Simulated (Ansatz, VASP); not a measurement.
One calculation of Cr2Ni, two programs

```
Cr Ni
1.0
     4.04455    0.00000    0.00000
    -2.02227    3.50268    0.00000
     0.00000    0.00000    2.41177
Cr Ni
2 1
Cartesian
  0.0000 2.3351 1.2059
  2.0223 1.1676 1.2059
  0.0000 0.0000 0.0000
```

Alike in both runs: functional PBE; k mesh 12 × 12 × 20; occupations gaussian, width 0.1 eV; no spin polarisation.

Ansatz relaxed the structure, and its values are those at the end. VASP's run is a single point on that final structure, the one shown.

```csv
,VASP,Ansatz
version,VASP 6.6.1,Ansatz 0.2.0
potentials or method,"VASP PAW PBE potentials, release 64 (Cr_pv, Ni), cutoff 520 eV","scalar-relativistic, plane waves, PAW"
valence electrons in the cell,34,46
```

```tsv
	VASP	Ansatz	Ansatz less VASP
gap on the k mesh at the Fermi level (eV)	none	none	-
pressure (GPa)	-0.2	0.0	+0.18
```

A gap of «none» marks a metal or a gap that the smearing closes. VASP's potentials hold 34 valence electrons a cell and Ansatz's 46, so a difference there can come from the potentials and not from the codes.
